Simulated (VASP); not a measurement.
Wanted: the native input for a VASP 6.6.1 run.

```
Task                   : single point
Functional             : PBEsol
Potentials or basis    : VASP PAW PBE potentials, release 64 (C_h)
Cutoff                 : 910 eV
k mesh                 : 9 × 9 × 6
Occupations            : gaussian, width 0.02 eV
Spin                   : no spin polarisation
Dipole correction      : no
Second run             : hard_potentials
Further INCAR settings : ALGO = Normal; EDIFF = 1e-06; NBANDS = 16
```

The structure of C lies in POSCAR:

```
C
1.0
    2.4737402479      0.0000000000      0.0000000000
   -1.2368701239      2.1423218970      0.0000000000
    0.0000000000      0.0000000000      4.1189829179
C
4
Direct
    0.3333333333      0.6666666667     -0.0000837943
    0.6666666667      0.3333333333      0.4999162057
    0.3333333333      0.6666666667      0.3740837943
    0.6666666667      0.3333333333      0.8740837943
```

This cell differs from its parent crystal: strained cell.

One way to write it, as run:

INCAR

```
PREC = Accurate
ENCUT = 910
EDIFF = 1E-6
ISMEAR = 0
SIGMA = 0.02
LREAL = F
LASPH = T
NELM = 120
ALGO = Normal
ISIF = 2
LWAVE = F
LCHARG = T
GGA = PS
LELF = T
LVHAR = T
NBANDS = 16
GGA_COMPAT = F
```

KPOINTS

```
Automatic mesh
0
Gamma
  9 9 6
```

Potentials or basis: VASP PAW PBE potentials, release 64 (C_h).

Command:

```bash
$ cat potpaw_PBE.64/C_h/POTCAR > POTCAR
$ mpirun -np 1 vasp_std > vasp.out
```

Results of the run:

```yaml
Pressure: 14.5 GPa
Band_gap_on_the_k_mesh: 2.92 eV, indirect (least direct gap 4.96 eV)
```

Caveat: the cell differs from its parent crystal (strained cell); the cutoff is under 1.25 times the usual one of these potentials, so pressure, stress and relaxed cells hold a basis-set (Pulay) error; the PAW data sets were made with another functional, which shifts forces and pressure a little.

Wall time 15 s on 1 thread of AMD EPYC 9R45 96-Core Processor (Zen 5) (shared host), peak memory 0.13 GiB.
